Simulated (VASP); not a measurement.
# C7O in VASP: notebook

Runs on C7O. Level: PBE+D3(BJ). Tasks: single point.

Everything below comes from runs of VASP 6.6.1. Logs are shortened: lines on timing, memory, paths and dates and some standing lists are left out, and cuts for length are marked.

### Step 1. The cell of the first run

The cell holds a slab with vacuum, 8 atoms: a = 2.465 Å, b = 2.465 Å, c = 26.849 Å, α = 90.00°, β = 90.00°, γ = 120.00°.

### Step 2. Single point, PBE+D3(BJ)

File INCAR:

```
SYSTEM = C7O
ALGO = Normal
DIPOL = 0.5 0.5 0.511
EDIFF = 1E-6
ENCUT = 520
GGA = PE
IDIPOL = 3
ISIF = 2
ISMEAR = 0
IVDW = 12
LASPH = .True.
LCHARG = .False.
LDIPOL = .True.
LREAL = .False.
LWAVE = .False.
NBANDS = 27
NELM = 100
PREC = Accurate
SIGMA = 0.05
```

File KPOINTS:

```
k-points
0
Gamma
  12 12 1
  0 0 0
```

File POSCAR:

```
C7O
1.0
    2.4650495083      0.0000000000      0.0000000000
   -1.2325247541      2.1347954958      0.0000000000
    0.0000000000      0.0000000000     26.8487123425
C O
7 1
Direct
    0.6666666667      0.3333333333      0.3165887396
    0.3333333333      0.6666666667      0.3166487054
    0.3302953765      0.6605907530      0.4421031276
   -0.0030312501     -0.0060625001      0.4421564991
    0.0033737264      0.0067474528      0.5679052753
    0.6700298418      0.3400596837      0.5679205664
    0.8601493904      0.7202987809      0.6947650225
    0.8602963673      0.7205927346      0.7370044312
```

Potentials or basis: VASP PAW PBE potentials, release 64 (C, O).

The run is started by

```sh
$ cat potpaw_PBE.64/C/POTCAR potpaw_PBE.64/O/POTCAR > POTCAR
$ mpirun -np 1 vasp_std > vasp.out
```

OUTCAR:

```text
SYSTEM = C7O
   EDIFF = 1E-6
   ENCUT = 520
   GGA = PE
   ISIF = 2
   ISMEAR = 0
   IVDW = 12
   LASPH = .True.
   LREAL = .False.
   NELM = 100
   PREC = Accurate
 IVDW          = 12

 ion  position               nearest neighbor table
   1  0.667  0.333  0.317-   2 1.42   2 1.42   2 1.42
   2  0.333  0.667  0.317-   1 1.42   1 1.42   1 1.42
   3  0.330  0.661  0.442-   4 1.42   4 1.42   4 1.42
   4  0.997  0.994  0.442-   3 1.42   3 1.42   3 1.42
   5  0.003  0.007  0.568-   6 1.42   6 1.42   6 1.42
   6  0.670  0.340  0.568-   5 1.42   5 1.42   5 1.42
   7  0.860  0.720  0.695-   8 1.13
   8  0.860  0.721  0.737-   7 1.13

  LATTYP: Found a hexagonal cell.
 ALAT       =     2.4650495083
 C/A-ratio  =    10.8917537973

  Lattice vectors:

 A1 = (   2.4650495083,   0.0000000000,   0.0000000000)
 A2 = (  -1.2325247541,   2.1347954958,   0.0000000000)
 A3 = (   0.0000000000,   0.0000000000,  26.8487123425)

Analysis of symmetry for initial positions (statically):
=====================================================================
 Subroutine PRICEL returns:
 Original cell was already a primitive cell.

 Routine SETGRP: Setting up the symmetry group for a
 hexagonal supercell.

 Subroutine GETGRP returns: Found  2 space group operations
 (whereof  2 operations were pure point group operations)
 out of a pool of 24 trial point group operations.

The static configuration has the point symmetry C_1h.

Analysis of symmetry for dynamics (positions and initial velocities):
=====================================================================
 Subroutine PRICEL returns:
 Original cell was already a primitive cell.

 Routine SETGRP: Setting up the symmetry group for a
 hexagonal supercell.

 Subroutine GETGRP returns: Found  2 space group operations
 (whereof  2 operations were pure point group operations)
 out of a pool of 24 trial point group operations.

The dynamic configuration has the point symmetry C_1h.

 Subroutine INISYM returns: Found  2 space group operations
 (whereof  2 operations are pure point group operations),
 and found     1 'primitive' translations

----------------------------------------------------------------------------------------

                                     Primitive cell

  volume of cell :     141.2880

  direct lattice vectors                    reciprocal lattice vectors
     2.465049508  0.000000000  0.000000000     0.405671365  0.234214472  0.000000000
    -1.232524754  2.134795496  0.000000000     0.000000000  0.468428944  0.000000000
     0.000000000  0.000000000 26.848712343     0.000000000  0.000000000  0.037245734

  length of vectors
     2.465049508  2.465049508 26.848712343     0.468428944  0.468428944  0.037245734

  position of ions in fractional coordinates (direct lattice)
     0.666666667  0.333333333  0.316588740
     0.333333333  0.666666667  0.316648705
     0.330295376  0.660590753  0.442103128
     0.996968750  0.993937500  0.442156499
     0.003373726  0.006747453  0.567905275
     0.670029842  0.340059684  0.567920566
     0.860149390  0.720298781  0.694765023
     0.860296367  0.720592735  0.737004431

  ion indices of the primitive-cell ions
   primitive index   ion index
                 1           1
                 2           2
                 3           3
                 4           4
                 5           5
                 6           6
                 7           7
                 8           8

----------------------------------------------------------------------------------------

 KPOINTS: k-points

Automatic generation of k-mesh.
 Grid dimensions read from file:
 generate k-points for:   12   12    1

 Generating k-lattice:

  Cartesian coordinates                     Fractional coordinates (reciprocal lattice)
     0.033805947  0.019517873  0.000000000     0.083333333  0.000000000  0.000000000
     0.000000000  0.039035745  0.000000000     0.000000000  0.083333333  0.000000000
     0.000000000  0.000000000  0.037245734     0.000000000  0.000000000  1.000000000

  Length of vectors
     0.039035745  0.039035745  0.037245734

  Shift w.r.t. Gamma in fractional coordinates (k-lattice)
     0.000000000  0.000000000  0.000000000

 Subroutine IBZKPT returns following result:
 ===========================================

 Found     43 irreducible k-points:

 Following reciprocal coordinates:
            Coordinates               Weight
  0.000000  0.000000  0.000000      1.000000
  0.083333  0.000000  0.000000      4.000000
  0.000000  0.083333  0.000000      2.000000
  0.166667  0.000000  0.000000      4.000000
  0.000000  0.166667  0.000000      2.000000
  0.250000  0.000000  0.000000      4.000000
[... 16 lines left out ...]
 -0.083333  0.416667  0.000000      4.000000
 -0.416667  0.333333  0.000000      4.000000
 [... further k-points ...]
   k-points           NKPTS =     43   k-points in BZ     NKDIM =     43   number of bands    NBANDS=     27
   number of dos      NEDOS =    301   number of ions     NIONS =      8
   total plane-waves  NPLWV =  64800
   dimension x,y,z NGX =    18 NGY =   18 NGZ =  200
   dimension x,y,z NGXF=    36 NGYF=   36 NGZF=  400
   ions per type =               7   1
   NGX,Y,Z   is equivalent  to a cutoff of  12.14, 12.14, 12.38 a.u.
   NGXF,Y,Z  is equivalent  to a cutoff of  24.28, 24.28, 24.77 a.u.
 SYSTEM =  C7O
   PREC   = accura    normal or accurate (medium, high low for compatibility)
   ISTART =      0    job   : 0-new  1-cont  2-samecut
   ICHARG =      2    charge: 1-file 2-atom 10-const
   ISPIN  =      1    spin polarized calculation?
   LNONCOLLINEAR =      F non collinear calculations
   LSORBIT =      F    spin-orbit coupling
   LASPH  =      T    aspherical Exc in radial PAW
   ENCUT  =  520.0 eV  38.22 Ry    6.18 a.u.   4.58  4.58 49.92*2*pi/ulx,y,z
   NELM   =    100;   NELMIN=  2; NELMDL= -5     # of ELM steps
   EDIFF  = 0.1E-05   stopping-criterion for ELM
   LREAL  =      F    real-space projection
   EDIFFG = 0.1E-04   stopping-criterion for IOM
   NSW    =      0    number of steps for IOM
   IBRION =     -1    ionic relax: 0-MD 1-quasi-New 2-CG
   NFREE  =      0    steps in history (QN), initial steepest desc. (CG)
   ISIF   =      2    stress and relaxation
   ISYM   =      2    0-nonsym 1-usesym 2-fastsym
   POTIM  = 0.5000    time-step for ionic-motion
   TEBEG  =    0.0;   TEEND  =   0.0 temperature during run
   PSTRESS=    0.0 pullay stress
   NELECT =      34.0000    total number of electrons
   NUPDOWN=      -1.0000    fix difference up-down
   EMIN   =  10.00;   EMAX   =-10.00  energy-range for DOS
   EFERMI =   0.00;   METHOD = LEGACY
   ISMEAR =     0;   SIGMA  =   0.05  broadening in eV -4-tet -1-fermi 0-gaus
   EFERMI_NEDOS =   21; number of points for ismear=-14 and -15
   IALGO  =     38    algorithm
   IMIX   =      4    mixing-type and parameters
     AMIX     =   0.40;   BMIX     =  1.00
     AMIX_MAG =   1.60;   BMIX_MAG =  1.00
  volume/ion in A,a.u.               =      17.66       119.18
  Fermi-wavevector in a.u.,A,eV,Ry     =   1.018277  1.924265 14.107723  1.036888
  Thomas-Fermi vector in A             =   2.151726
   LORBIT       =      0    0 simple, 1 ext, 2 COOP (PROOUT), +10 PAW based schemes
   GGA     = PE    functional components
   LHFCALC =     F    Hartree Fock is set to
   AEXX    =    0.0000 exact exchange contribution
   IVDW    =    12    specifies the selected vdW correction
   LEPSILON=     F    determine dielectric tensor
   LRPA    =     F    only Hartree local field effects (RPA)
 non-spin polarized calculation
 Gauss-broadening in eV      SIGMA  =   0.05
  energy-cutoff  :      520.00
  volume of cell :      141.29
 maximum number of plane-waves:      3848
   NGX =  9   NGY =  9   NGZ = 99

 dipolmoment           0.000000      0.000000     -0.007358 electrons x Angstroem

 number of electron      34.0000000 magnetization

 dipolmoment           0.000000      0.000000      0.047523 electrons x Angstroem

 Free energy of the ion-electron system (eV)
  ---------------------------------------------------
  ext. energy  EPLUGINS =         0.00000000
  ---------------------------------------------------
  free energy    TOTEN  =       -68.74627634 eV

  energy without entropy =      -68.74519804  energy(sigma->0) =      -68.74573719

 E-fermi :  -0.4271     XC(G=0):  -5.6824

 val. band max:       -0.4494560519   @ k =   0.3333   0.3333   0.0000
 cond. band min:      -0.4181137186   @ k =   0.0000   0.5000   0.0000
 fundamental gap:      0.0313423333
 Fermi energy:        -0.4270630897

 k-point     1 :       0.0000    0.0000    0.0000
  band No.  band energies     occupation
      1     -25.5891      2.00000
      2     -19.9483      2.00000
      3     -19.7496      2.00000
      4     -19.4632      2.00000
      5     -10.8573      2.00000
      6      -8.5051      2.00000
[... 19 lines left out ...]
     26       7.9271      0.00000
     27       7.9277      0.00000

 k-point     2 :       0.0833    0.0000    0.0000
  band No.  band energies     occupation
      1     -25.5042      2.00000
      2     -19.7836      2.00000
      3     -19.5855      2.00000
      4     -19.2995      2.00000
      5     -10.7323      2.00000
      6      -8.3065      2.00000
[... 19 lines left out ...]
     26       7.9871      0.00000
     27       8.1418      0.00000

 k-point     3 :       0.0000    0.0833    0.0000
  band No.  band energies     occupation
      1     -25.5042      2.00000
      2     -19.7836      2.00000
      3     -19.5855      2.00000
      4     -19.2995      2.00000
      5     -10.7323      2.00000
      6      -8.3065      2.00000
[... 19 lines left out ...]
     26       7.9873      0.00000
     27       8.1420      0.00000

 k-point     4 :       0.1667    0.0000    0.0000
  band No.  band energies     occupation
      1     -25.2637      2.00000
      2     -19.2912      2.00000
      3     -19.0952      2.00000
      4     -18.8099      2.00000
      5     -10.3740      2.00000
      6      -7.7207      2.00000
[... 19 lines left out ...]
     26       7.9339      0.00000
     27       8.1262      0.00000

 k-point     5 :       0.0000    0.1667    0.0000
  band No.  band energies     occupation
      1     -25.2637      2.00000
      2     -19.2912      2.00000
      3     -19.0952      2.00000
      4     -18.8099      2.00000
      5     -10.3740      2.00000
      6      -7.7206      2.00000
[... 19 lines left out ...]
     26       7.9339      0.00000
     27       8.1265      0.00000

 k-point     6 :       0.2500    0.0000    0.0000
  band No.  band energies     occupation
      1     -24.9136      2.00000
      2     -18.4770      2.00000
      3     -18.2843      2.00000
      4     -18.0002      2.00000
      5      -9.8399      2.00000
      6      -7.9746      2.00000
[... 444 lines left out ...]
      1     -24.6777      2.00000
      2     -17.8328      2.00000
      3     -17.6425      2.00000
      4     -17.3594      2.00000
      5      -9.4758      2.00000
      6      -8.9060      2.00000
[... 19 lines left out ...]
     26       8.1204      0.00000
     27       8.1983      0.00000

 k-point    22 :       0.3333    0.0833    0.0000
  band No.  band energies     occupation
      1     -24.3325      2.00000
      2     -16.5672      2.00000
      3     -16.3817      2.00000
      4     -16.1003      2.00000
      5     -11.0332      2.00000
      6     -10.8625      2.00000
[... 19 lines left out ...]
     26       8.3362      0.00000
     27       9.0063      0.00000

 k-point    23 :      -0.0833    0.4167    0.0000
  band No.  band energies     occupation
      1     -24.3324      2.00000
      2     -16.5672      2.00000
      3     -16.3816      2.00000
      4     -16.1004      2.00000
      5     -11.0332      2.00000
      6     -10.8627      2.00000
[... 19 lines left out ...]
     26       8.3355      0.00000
     27       9.0042      0.00000

 k-point    24 :      -0.4167    0.3333    0.0000
  band No.  band energies     occupation
      1     -24.3325      2.00000
      2     -16.5672      2.00000
      3     -16.3817      2.00000
      4     -16.1003      2.00000
      5     -11.0332      2.00000
      6     -10.8624      2.00000
[... 19 lines left out ...]
     26       8.3383      0.00000
     27       9.0057      0.00000

 [... further k-points ...]

------------------------ aborting loop because EDIFF is reached ----------------------------------------

 vacuum level on the upper side and lower side of the slab       (xc-potential included)         0.519        -1.062

 Edisp (eV)   -1.06672

 E8    (eV) :    -0.3063

  FORCE on cell =-STRESS in cart. coord.  units (eV):
  Direction    XX          YY          ZZ          XY          YZ          ZX
  --------------------------------------------------------------------------------------
  -------------------------------------------------------------------------------------
  Total       5.07845     5.09061     1.00150     0.00000    -0.00869    -0.00000
  in kB      57.58862    57.72642    11.35678     0.00000    -0.09852    -0.00000
  external pressure =       42.22 kB  Pullay stress =        0.00 kB

 VOLUME and BASIS-vectors are now :
 -----------------------------------------------------------------------------
  energy-cutoff  :      520.00
  volume of cell :      141.29
      direct lattice vectors                 reciprocal lattice vectors
     2.465049508  0.000000000  0.000000000     0.405671365  0.234214472  0.000000000
    -1.232524754  2.134795496  0.000000000     0.000000000  0.468428944  0.000000000
     0.000000000  0.000000000 26.848712343     0.000000000  0.000000000  0.037245734

 POSITION                                       TOTAL-FORCE (eV/Angst)
 -----------------------------------------------------------------------------------
      1.23252      0.71160      8.50000         0.000000      0.001594      0.012240
     -0.00000      1.42320      8.50161        -0.000000     -0.001678     -0.012677
      0.00000      1.41023     11.86990         0.000000      0.000771      0.000773
      1.23252      2.12185     11.87133         0.000000      0.000026     -0.000699
      0.00000      0.01440     15.24753         0.000000      0.001575      0.000781
      1.23252      0.72596     15.24794        -0.000000     -0.001148      0.002644
      1.23252      1.53769     18.65355        -0.000000     -0.001306     -0.961291
      1.23252      1.53832     19.78762         0.000000      0.000165      0.958229
 -----------------------------------------------------------------------------------
    total drift:                                0.000000      0.000203     -0.002042

  FREE ENERGIE OF THE ION-ELECTRON SYSTEM (eV)
  ---------------------------------------------------
  free  energy   TOTEN  =       -69.8129926276 eV

  energy  without entropy=      -69.8119143206  energy(sigma->0) =      -69.81245347

 vacuum level on the upper side and lower side of the slab         5.323         3.740
```

It took 5.2 min on 1 thread of Intel Xeon Platinum 8259CL at 2.50GHz (Skylake/Cascade Lake), shared host; peak memory 0.31 GiB.

Results:

| Property | Result |
| --- | --- |
| Free energy | -69.8130 eV |
| Largest force | 0.961 eV/Å |
| Band gap on the k mesh | zero (bands 17 and 18 overlap by 0.06 eV) |
| Dispersion energy per atom | -0.133 eV |

Forces in eV/Å, atoms in the order of the input:
```
C    0.000  0.002  0.012
C    0.000 -0.002 -0.013
C    0.000  0.001  0.001
C    0.000  0.000 -0.001
C    0.000  0.002  0.001
C    0.000 -0.001  0.003
C    0.000 -0.001 -0.961
O    0.000  0.000  0.958
```

### Step 3. Single point, PBE+D3(BJ)

File INCAR:

```
PREC = Accurate ; ENCUT = 520
EDIFF = 1E-6 ; ISMEAR = 0
SIGMA = 0.05 ; LREAL = False
LASPH = True ; NELM = 60
ALGO = Normal ; ISIF = 2
LWAVE = False ; LCHARG = True
LDIPOL = True ; IDIPOL = 3
DIPOL = 0.5 0.5 0.511 ; GGA = PE
IVDW = 12 ; LELF = True
LVHAR = True ; LVACPOTAV = True
NBANDS = 27
```

File KPOINTS:

```
Automatic mesh
0
Gamma
  12 12 1
```

POSCAR is that of step 2.

Potentials or basis: VASP PAW PBE potentials, release 64 (C, O).

The run is started by

```sh
$ cat potpaw_PBE.64/C/POTCAR potpaw_PBE.64/O/POTCAR > POTCAR
$ mpirun -np 1 vasp_std > vasp.out
```

It took 4.7 min on 1 thread of Intel Xeon Platinum 8259CL at 2.50GHz (Skylake/Cascade Lake), shared host; peak memory 0.31 GiB.

Results (log left out):

- Free energy: -69.8130 eV
- Largest force: 0.961 eV/Å
- Band gap on the k mesh: zero (bands 17 and 18 overlap by 0.06 eV)
- Dispersion energy per atom: -0.133 eV

Forces in eV/Å, atoms in the order of the input:
```
C    0.000  0.002  0.012
C    0.000 -0.002 -0.013
C    0.000  0.001  0.001
C    0.000  0.000 -0.001
C    0.000  0.002  0.001
C    0.000 -0.001  0.003
C    0.000 -0.001 -0.961
O    0.000  0.000  0.958
```

Levels at points of the mesh, in eV from the Fermi level:
```
           k point  band 14  band 15  band 16  band 17  band 18  band 19  band 20  band 21
(0.00, 0.00, 0.00)    -2.84    -2.84    -2.57    -2.57     3.63     4.93     5.42     5.71
(0.50, 0.00, 0.00)    -2.98    -2.47    -2.16    -1.74    -0.03     1.62     1.97     2.30
(0.00, 0.50, 0.00)    -2.92    -2.48    -2.16    -1.83     0.01     1.61     1.99     2.30
```

The gap in the log of VASP goes by the Fermi energy; the results here count the filled bands.